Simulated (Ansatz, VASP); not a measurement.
**One calculation of MgO, two programs**

```xyz
2
Lattice="0.0000 2.1085 2.1085 2.1085 0.0000 2.1085 2.1085 2.1085 0.0000" Properties=species:S:1:pos:R:3 pbc="T T T"
Mg    0.0000    0.0000    0.0000
O     2.1085    2.1085    2.1085
```

Alike in both runs: task relaxation of cell and atoms; functional PBEsol; k mesh 10 × 10 × 10; occupations gaussian, width 0.02 eV; no spin polarisation.

|  | VASP | Ansatz |
| --- | --- | --- |
| version | VASP 6.6.1 | Ansatz 0.2.0 |
| potentials or method | VASP PAW PBE potentials, release 64 (Mg, O), cutoff 600 eV | scalar-relativistic, plane waves, PAW |
| valence electrons in the cell | 8 | 16 |

|  | VASP | Ansatz | Ansatz less VASP |
| --- | --- | --- | --- |
| gap on the k mesh at the Fermi level, each at its own relaxed structure (eV) | 4.67 | 4.62 | -0.046 |
| relaxed volume (Å³/atom) | 9.31 | 9.36 | +0.043 |
| relaxed cell length with the largest relative difference (Å) | 2.975 | 2.980 | +0.0046 |

VASP's potentials were made for PBE, not for PBEsol. VASP's potentials hold 8 valence electrons a cell and Ansatz's 16, so a difference there can come from the potentials and not from the codes.
